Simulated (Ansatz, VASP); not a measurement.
# One calculation of Mg, two programs

The input INCAR:

```
SYSTEM = Mg
  ALGO = Normal
  EDIFF = 1E-6
  ENCUT = 520
  GGA = PS
  ISIF = 2
  ISMEAR = -1
  LASPH = .True.
  LCHARG = .False.
  LREAL = .False.
  LWAVE = .False.
  NBANDS = 7
  NELM = 80
  PREC = Accurate
  SIGMA = 0.1
```

The input KPOINTS:

```
k-points
0
Gamma
  14 14 14
  0 0 0
```

File POSCAR:

```
Mg
1.0
   -1.8011996617      1.8011996617      1.8011996617
    1.8011996617     -1.8011996617      1.8011996617
    1.8011996617      1.8011996617     -1.8011996617
Mg
1
Direct
    0.0000000000      0.0000000000      0.0000000000
```

Input for Ansatz:

```yaml
crystal:
  lattice:
    - [-1.8011996617, 1.8011996617, 1.8011996617]
    - [1.8011996617, -1.8011996617, 1.8011996617]
    - [1.8011996617, 1.8011996617, -1.8011996617]
  atoms:
    - { symbol: Mg, position: [0.0, 0.0, 0.0] }
hamiltonian:
  xc: pbesol
  pseudopotentials:
    kind: paw
    azcp:
      Mg: "pseudopotentials/Mg.paw.azcp"
basis:
  ecutwfc: 420
  fft_grid_basis: typed
kpoints:
  mp_grid: { grid: [14, 14, 14], shift: [0, 0, 0] }
magnetization:
  spin_polarized: false
scf:
  occupations: { method: fermi_dirac, width: 0.1 }
  lower_state_search: "off"
output:
  stress: true
```

Alike in both runs: task single point; functional PBEsol; k mesh 14 × 14 × 14; occupations fermi-dirac, width 0.1 eV; no spin polarisation.

```csv
,VASP,Ansatz
version,VASP 6.6.1,Ansatz 0.2.0
potentials or method,"VASP PAW PBE potentials, release 64 (Mg), cutoff 520 eV","plane waves (420 eV) with PAW, scalar-relativistic"
valence electrons in the cell,2,10
```

|  | VASP | Ansatz | Ansatz less VASP |
| --- | --- | --- | --- |
| pressure (GPa) | -1.4 | -1.3 | +0.06 |

VASP's potentials were made for PBE, not for PBEsol, and Ansatz warns of the same on its side. VASP's potentials hold 2 valence electrons a cell and Ansatz's 10, so a difference there can come from the potentials and not from the codes.
